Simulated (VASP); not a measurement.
# Ba (P6_3/mmc) in VASP: single point with PBE

Aim: the single point of Ba with PBE.

Program: VASP 6.6.1. These are calculated values, not measurements. Logs are shortened: lines on timing, memory, paths and dates and some standing lists are left out, and cuts for length are marked.

**1. The cell of the first run**

Symmetry: P6_3/mmc, No. 194, hexagonal system. Conventional cell: a = 4.582 Å, b = 4.582 Å, c = 6.841 Å, α = 90.00°, β = 90.00°, γ = 120.00°. Ba (site symmetry -6m2) has 12 Ba at 4.32 to 4.58 Å within 5.7 Å.

This isn't the form of Ba at room conditions, which is bcc.

**2. Single point, PBE (Ca replaced by Ba, lengths x 1.133, strained)**

INCAR reads:

```
SYSTEM = Ba
PREC = Accurate ; ENCUT = 500
EDIFF = 1E-6 ; ISMEAR = 0
SIGMA = 0.1 ; LREAL = .FALSE.
LASPH = .TRUE. ; NELM = 120
ALGO = Normal ; ISIF = 2
LWAVE = .FALSE. ; LCHARG = .FALSE.
GGA = PE ; NBANDS = 17
GGA_COMPAT = .FALSE.
```

KPOINTS reads:

```
Automatic mesh
0
G
  6 6 4
  0 0 0
```

POSCAR reads:

```
Ba
1.0
    4.5816207256      0.0000000000      0.0000000000
   -2.2908103628      3.9677999389      0.0000000000
    0.0000000000      0.0000000000      6.8407528077
Ba
2
Direct
    0.3333333333      0.6666666667      0.2500000000
    0.6666666667      0.3333333333      0.7500000000
```

Potentials or basis: VASP PAW PBE potentials, release 64 (Ba_sv).

Launch:

```
$ cat potpaw_PBE.64/Ba_sv/POTCAR > POTCAR
$ mpirun -np 1 vasp_std > vasp.out
```

OUTCAR:

```text
SYSTEM = Ba
   PREC = Accurate
   ENCUT = 500
   EDIFF = 1E-6
   ISMEAR = 0
   LREAL = .FALSE.
   LASPH = .TRUE.
   NELM = 120
   ISIF = 2
   GGA = PE

 ion  position               nearest neighbor table
   1  0.333  0.667  0.250-   2 4.32   2 4.32   2 4.32   2 4.32   2 4.32   2 4.32
   2  0.667  0.333  0.750-   1 4.32   1 4.32   1 4.32   1 4.32   1 4.32   1 4.32

  LATTYP: Found a hexagonal cell.
 ALAT       =     4.5816207256
 C/A-ratio  =     1.4930857916

  Lattice vectors:

 A1 = (   4.5816207256,   0.0000000000,   0.0000000000)
 A2 = (  -2.2908103628,   3.9677999389,   0.0000000000)
 A3 = (   0.0000000000,   0.0000000000,   6.8407528077)

Analysis of symmetry for initial positions (statically):
=====================================================================
 Subroutine PRICEL returns:
 Original cell was already a primitive cell.

 Routine SETGRP: Setting up the symmetry group for a
 hexagonal supercell.

 Subroutine GETGRP returns: Found 24 space group operations
 (whereof 12 operations were pure point group operations)
 out of a pool of 24 trial point group operations.

The static configuration has the point symmetry D_3d.
 The point group associated with its full space group is D_6h.

Analysis of symmetry for dynamics (positions and initial velocities):
=====================================================================
 Subroutine PRICEL returns:
 Original cell was already a primitive cell.

 Routine SETGRP: Setting up the symmetry group for a
 hexagonal supercell.

 Subroutine GETGRP returns: Found 24 space group operations
 (whereof 12 operations were pure point group operations)
 out of a pool of 24 trial point group operations.

The dynamic configuration has the point symmetry D_3d.
 The point group associated with its full space group is D_6h.

 Subroutine INISYM returns: Found 24 space group operations
 (whereof 12 operations are pure point group operations),
 and found     1 'primitive' translations

----------------------------------------------------------------------------------------

                                     Primitive cell

  volume of cell :     124.3577

  direct lattice vectors                    reciprocal lattice vectors
     4.581620726  0.000000000  0.000000000     0.218263374  0.126014418  0.000000000
    -2.290810363  3.967799939  0.000000000     0.000000000  0.252028836  0.000000000
     0.000000000  0.000000000  6.840752808     0.000000000  0.000000000  0.146182742

  length of vectors
     4.581620726  4.581620726  6.840752808     0.252028836  0.252028836  0.146182742

  position of ions in fractional coordinates (direct lattice)
     0.333333333  0.666666667  0.250000000
     0.666666667  0.333333333  0.750000000

  ion indices of the primitive-cell ions
   primitive index   ion index
                 1           1
                 2           2

----------------------------------------------------------------------------------------

 KPOINTS: Automatic mesh

Automatic generation of k-mesh.
 Grid dimensions read from file:
 generate k-points for:    6    6    4

 Generating k-lattice:

  Cartesian coordinates                     Fractional coordinates (reciprocal lattice)
     0.036377229  0.021002403  0.000000000     0.166666667 -0.000000000  0.000000000
     0.000000000  0.042004806  0.000000000     0.000000000  0.166666667  0.000000000
     0.000000000  0.000000000  0.036545685     0.000000000  0.000000000  0.250000000

  Length of vectors
     0.042004806  0.042004806  0.036545685

  Shift w.r.t. Gamma in fractional coordinates (k-lattice)
     0.000000000  0.000000000  0.000000000

 Subroutine IBZKPT returns following result:
 ===========================================

 Found     21 irreducible k-points:

 Following reciprocal coordinates:
            Coordinates               Weight
  0.000000  0.000000  0.000000      1.000000
  0.166667  0.000000  0.000000      6.000000
  0.333333 -0.000000  0.000000      6.000000
  0.500000 -0.000000  0.000000      3.000000
  0.166667  0.166667  0.000000      6.000000
  0.333333  0.166667  0.000000     12.000000
[... 13 lines left out ...]
  0.333333  0.166667  0.500000     12.000000
  0.333333  0.333333  0.500000      2.000000
   k-points           NKPTS =     21   k-points in BZ     NKDIM =     21   number of bands    NBANDS=     17
   number of dos      NEDOS =    301   number of ions     NIONS =      2
   total plane-waves  NPLWV =  64800
   dimension x,y,z NGX =    36 NGY =   36 NGZ =   50
   dimension x,y,z NGXF=    72 NGYF=   72 NGZF=  100
   ions per type =               2
   NGX,Y,Z   is equivalent  to a cutoff of  13.06, 13.06, 12.15 a.u.
   NGXF,Y,Z  is equivalent  to a cutoff of  26.13, 26.13, 24.30 a.u.
 SYSTEM =  Ba
   PREC   = accura    normal or accurate (medium, high low for compatibility)
   ISTART =      0    job   : 0-new  1-cont  2-samecut
   ICHARG =      2    charge: 1-file 2-atom 10-const
   ISPIN  =      1    spin polarized calculation?
   LNONCOLLINEAR =      F non collinear calculations
   LSORBIT =      F    spin-orbit coupling
   LASPH  =      T    aspherical Exc in radial PAW
   ENCUT  =  500.0 eV  36.75 Ry    6.06 a.u.   8.35  8.35 12.47*2*pi/ulx,y,z
   NELM   =    120;   NELMIN=  2; NELMDL= -5     # of ELM steps
   EDIFF  = 0.1E-05   stopping-criterion for ELM
   LREAL  =      F    real-space projection
   EDIFFG = 0.1E-04   stopping-criterion for IOM
   NSW    =      0    number of steps for IOM
   IBRION =     -1    ionic relax: 0-MD 1-quasi-New 2-CG
   NFREE  =      0    steps in history (QN), initial steepest desc. (CG)
   ISIF   =      2    stress and relaxation
   ISYM   =      2    0-nonsym 1-usesym 2-fastsym
   POTIM  = 0.5000    time-step for ionic-motion
   TEBEG  =    0.0;   TEEND  =   0.0 temperature during run
   PSTRESS=    0.0 pullay stress
   NELECT =      20.0000    total number of electrons
   NUPDOWN=      -1.0000    fix difference up-down
   EMIN   =  10.00;   EMAX   =-10.00  energy-range for DOS
   EFERMI =   0.00;   METHOD = LEGACY
   ISMEAR =     0;   SIGMA  =   0.10  broadening in eV -4-tet -1-fermi 0-gaus
   EFERMI_NEDOS =   21; number of points for ismear=-14 and -15
   IALGO  =     38    algorithm
   IMIX   =      4    mixing-type and parameters
     AMIX     =   0.40;   BMIX     =  1.00
     AMIX_MAG =   1.60;   BMIX_MAG =  1.00
  volume/ion in A,a.u.               =      62.18       419.60
  Fermi-wavevector in a.u.,A,eV,Ry     =   0.890281  1.682388 10.783987  0.792601
  Thomas-Fermi vector in A             =   2.011952
   LORBIT       =      0    0 simple, 1 ext, 2 COOP (PROOUT), +10 PAW based schemes
   GGA     = PE    functional components
   LHFCALC =     F    Hartree Fock is set to
   AEXX    =    0.0000 exact exchange contribution
   IVDW    =     0    specifies the selected vdW correction
   LEPSILON=     F    determine dielectric tensor
   LRPA    =     F    only Hartree local field effects (RPA)
 non-spin polarized calculation
 Gauss-broadening in eV      SIGMA  =   0.10
  energy-cutoff  :      500.00
  volume of cell :      124.36
 maximum number of plane-waves:      3192
 NGX is ok and might be reduce to    36
   NGX = 17   NGY = 17   NGZ = 25

 number of electron      19.9999999 magnetization

 Free energy of the ion-electron system (eV)
  ---------------------------------------------------
  ext. energy  EPLUGINS =         0.00000000
  ---------------------------------------------------
  free energy    TOTEN  =        -3.73886160 eV

  energy without entropy =       -3.72015384  energy(sigma->0) =       -3.72950772

 E-fermi :   1.6903     XC(G=0):  -7.4475

 val. band max:        1.6639044872   @ k =   0.3333   0.3333   0.0000
 cond. band min:       1.7005418043   @ k =   0.3333   0.3333   0.2500
 fundamental gap:      0.0366373171
 Fermi energy:         1.6903435409

 k-point     1 :       0.0000    0.0000    0.0000
  band No.  band energies     occupation
      1     -27.1627      2.00000
      2     -27.1020      2.00000
      3     -12.6518      2.00000
      4     -12.2164      2.00000
      5     -12.2164      2.00000
      6     -12.1164      2.00000
[... 9 lines left out ...]
     16       3.9297      0.00000
     17       4.0530      0.00000

 k-point     2 :       0.1667    0.0000    0.0000
  band No.  band energies     occupation
      1     -27.1544      2.00000
      2     -27.1009      2.00000
      3     -12.6101      2.00000
      4     -12.2866      2.00000
      5     -12.2426      2.00000
      6     -12.1909      2.00000
[... 9 lines left out ...]
     16       3.7619      0.00000
     17       4.3008      0.00000

 k-point     3 :       0.3333   -0.0000    0.0000
  band No.  band energies     occupation
      1     -27.1356      2.00000
      2     -27.1006      2.00000
      3     -12.5065      2.00000
      4     -12.4282      2.00000
      5     -12.3281      2.00000
      6     -12.2906      2.00000
[... 9 lines left out ...]
     16       4.8766      0.00000
     17       5.2878      0.00000

 k-point     4 :       0.5000   -0.0000    0.0000
  band No.  band energies     occupation
      1     -27.1233      2.00000
      2     -27.1033      2.00000
      3     -12.4991      2.00000
      4     -12.4271      2.00000
      5     -12.3919      2.00000
      6     -12.3132      2.00000
[... 9 lines left out ...]
     16       5.9390      0.00000
     17       6.3244      0.00000
[... 283 lines left out ...]
      1     -27.1205      2.00000
      2     -27.1205      2.00000
      3     -12.4779      2.00000
      4     -12.4779      2.00000
      5     -12.2406      2.00000
      6     -12.2406      2.00000
[... 9 lines left out ...]
     16       3.8762      0.00000
     17       5.4208      0.00000

 k-point    20 :       0.3333    0.1667    0.5000
  band No.  band energies     occupation
      1     -27.1133      2.00000
      2     -27.1133      2.00000
      3     -12.5411      2.00000
      4     -12.5411      2.00000
      5     -12.2959      2.00000
      6     -12.2959      2.00000
[... 9 lines left out ...]
     16       4.1003      0.00000
     17       5.8227      0.00000

 k-point    21 :       0.3333    0.3333    0.5000
  band No.  band energies     occupation
      1     -27.1109      2.00000
      2     -27.1109      2.00000
      3     -12.5285      2.00000
      4     -12.5285      2.00000
      5     -12.3601      2.00000
      6     -12.3601      2.00000
[... 9 lines left out ...]
     16       4.2678      0.00000
     17       5.3702      0.00000

------------------------ aborting loop because EDIFF is reached ----------------------------------------

  FORCE on cell =-STRESS in cart. coord.  units (eV):
  Direction    XX          YY          ZZ          XY          YZ          ZX
  --------------------------------------------------------------------------------------
  -------------------------------------------------------------------------------------
  Total       -0.2353182     -0.2353182      1.0708879      0.0000000     -0.0000000      0.0000000
  in kB       -3.0317496     -3.0317496     13.7969094      0.0000000     -0.0000000      0.0000000
  external PRESSURE =       2.5778034 kB  Pullay stress =       0.0000000 kB

 VOLUME and BASIS-vectors are now :
 -----------------------------------------------------------------------------
  energy-cutoff  :      500.00
  volume of cell :      124.36
      direct lattice vectors                 reciprocal lattice vectors
     4.581620726  0.000000000  0.000000000     0.218263374  0.126014418  0.000000000
    -2.290810363  3.967799939  0.000000000     0.000000000  0.252028836  0.000000000
     0.000000000  0.000000000  6.840752808     0.000000000  0.000000000  0.146182742

 POSITION                                       TOTAL-FORCE (eV/Angst)
 -----------------------------------------------------------------------------------
     -0.00000      2.64520      1.71019        -0.000000      0.000000      0.000000
      2.29081      1.32260      5.13056         0.000000     -0.000000      0.000000
 -----------------------------------------------------------------------------------
    total drift:                               -0.000000      0.000000     -0.000000

  FREE ENERGIE OF THE ION-ELECTRON SYSTEM (eV)
  ---------------------------------------------------
  free  energy   TOTEN  =        -3.7388615976 eV

  energy  without entropy=       -3.7201538413  energy(sigma->0) =       -3.72950772
```

Wall time 59 s (1 thread of Intel Xeon 8259CL, shared host); peak memory 0.25 GiB.

What came out:

```yaml
Free_energy: -3.7389 eV
Pressure: 0.3 GPa
Band_gap_on_the_k_mesh: zero (bands 10 and 11 overlap by 0.21 eV)
```

Stress tensor (GPa, compression positive):
```
-0.30  0.00  0.00
 0.00 -0.30  0.00
 0.00  0.00  1.38
```

Levels at points of the mesh, in eV from the Fermi level:
```tsv
k point	band 6	band 7	band 8	band 9	band 10	band 11	band 12	band 13	band 14	band 15
(0.00, 0.00, 0.00)	-13.81	-13.81	-13.77	-2.76	-0.87	1.53	1.68	1.68	2.24	2.24
(0.50, 0.00, 0.00)	-14.00	-13.93	-13.84	-0.74	-0.44	-0.08	0.46	1.37	1.72	2.19
(0.00, 0.00, 0.50)	-13.86	-13.86	-13.86	-1.66	-1.66	1.29	1.29	1.57	1.57	1.57
(0.50, 0.00, 0.50)	-13.92	-13.89	-13.89	-0.73	-0.73	0.60	0.60	1.57	1.57	2.42
```

Caveat: the cell differs from its parent crystal (Ca replaced by Ba, lengths x 1.133, strained); spin-orbit coupling is left out, which moves the levels of the heavy elements.
